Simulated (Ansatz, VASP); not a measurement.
## One calculation of Sn5Ge, two programs

```
CELL_PARAMETERS angstrom
2.39458 -7.04192 0.00000
2.39458 7.04192 0.00000
0.00000 0.00000 4.73106
ATOMIC_POSITIONS crystal
Sn 0.66040 0.33960 0.00000
Sn 0.16177 0.83823 0.50000
Sn 0.33960 0.66040 0.00000
Sn 0.50000 0.50000 0.50000
Sn 0.83823 0.16177 0.50000
Ge 0.00000 0.00000 0.00000
```

Alike in both runs: functional PBE; k mesh 8 × 8 × 8; occupations gaussian, width 0.1 eV; no spin polarisation.

Ansatz relaxed the structure, and its values are those at the end. VASP's run is a single point on that final structure, the one shown.

```csv
,VASP,Ansatz
version,VASP 6.6.1,Ansatz 0.2.0
potentials or method,"VASP PAW PBE potentials, release 64 (Sn_d, Ge_d), cutoff 500 eV","scalar-relativistic, plane waves, PAW"
valence electrons in the cell,84,84
```

```csv
,VASP,Ansatz,Ansatz less VASP
gap on the k mesh at the Fermi level (eV),none,none,-
pressure (GPa),-0.1,0.0,+0.04
```

A gap of «none» marks a metal or a gap that the smearing closes.
